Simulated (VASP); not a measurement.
PtSe2, 3 atoms in the cell. It takes space group P-3m1 (No. 164, trigonal). Conventional cell: a = 3.653 Å, b = 3.653 Å, c = 4.237 Å, α = 90.00°, β = 90.00°, γ = 120.00°. Pt (site symmetry -3m) has 6 Se at 2.45 Å within 3.2 Å. Se (site symmetry 3m) has 3 Pt at 2.45 Å and 3 Se at 2.75 Å within 3.2 Å. 

```yaml
Program: VASP 6.6.1
Task: single point
Functional: PBE
Potentials_or_basis: VASP PAW PBE potentials, release 64 (Pt, Se)
Cutoff: 520 eV
k_mesh: 12 × 12 × 10
Occupations: gaussian, width 0.1 eV
Spin: no spin polarisation
Dipole_correction: no
Further_INCAR_settings: ALGO = Normal; EDIFF = 1e-06; NBANDS = 18
```

Potentials or basis: VASP PAW PBE potentials, release 64 (Pt, Se).

Launch:

```bash
$ cat potpaw_PBE.64/Pt/POTCAR potpaw_PBE.64/Se/POTCAR > POTCAR
$ mpirun -np 1 vasp_std > vasp.out
```

Hardware: 1 thread of Intel(R) Xeon(R) Platinum 8375C CPU @ 2.90GHz (Ice Lake), on a shared host.

Q: How long does it take, and how much memory?

A: Wall time 84 s on 1 thread of Intel(R) Xeon(R) Platinum 8375C CPU @ 2.90GHz (Ice Lake), on a shared host, peak memory 0.27 GiB. Counts: scf iterations 13, k points 162.
